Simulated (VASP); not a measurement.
The system is DyBe.

```
Dy Be
1.0
     3.45011    0.00000    0.00000
     0.00000    3.45011    0.00000
     0.00000    0.00000    6.82989
Dy Be
2 2
Cartesian
  0.0000 0.0000 5.2753
  0.0000 0.0000 1.5546
  0.0000 1.7251 3.4149
  1.7251 0.0000 3.4149
```

The cell was generated, and may not be a known phase.

- Program: VASP 6.6.1
- Task: relaxation of cell and atoms
- Functional: PBE
- Potentials or basis: VASP PAW PBE potentials, release 64 (Dy_3, Be), 4f in core
- Cutoff: 600 eV
- k mesh: 6 × 6 × 3
- Occupations: gaussian, width 0.2 eV
- Spin: no spin polarisation

At the start: pressure 10.6 GPa; volume 20.32 Å³/atom.

Task: How do energy, volume and symmetry change on relaxing?

Result: Over 8 steps the energy falls by 372.3 meV/atom and the volume is 21.11 Å³/atom (+3.9 %); space group P4/mmm (No. 123, to 0.1 Å) before and after.

Step by step:
| step | energy change (eV) | largest force (eV/Å) | pressure (GPa) | volume (Å³) |
| --- | --- | --- | --- | --- |
| 1 | 0.0000 | 2.8490 | 10.59 | 81.30 |
| 2 | -1.1598 | 0.5632 | -4.59 | 97.49 |
| 3 | -1.1904 | 0.2777 | -3.20 | 94.90 |
| 4 | -1.4085 | 0.1792 | -2.07 | 90.21 |
| 5 | -1.4812 | 0.0239 | -0.93 | 86.61 |
| 6 | -1.4874 | 0.0477 | -0.45 | 85.32 |
| 7 | -1.4876 | 0.0595 | -0.38 | 85.13 |
| 8 | -1.4892 | 0.0742 | 0.00 | 84.43 |

Final structure:
```
Dy Be
1.0
     3.21338    0.00000    0.00000
     0.00000    3.21338    0.00000
     0.00000    0.00000    8.17677
Dy Be
2 2
Direct
  0.00000 0.00000 0.79006
  0.00000 0.00000 0.20994
  0.00000 0.50000 0.50000
  0.50000 0.00000 0.50000
```

Caveat: a cell axis changed by over 15 % at a fixed basis, so the end point is rough; the relaxation stopped at a loose force limit of 0.08 eV/Å, so its end isn't a converged minimum.
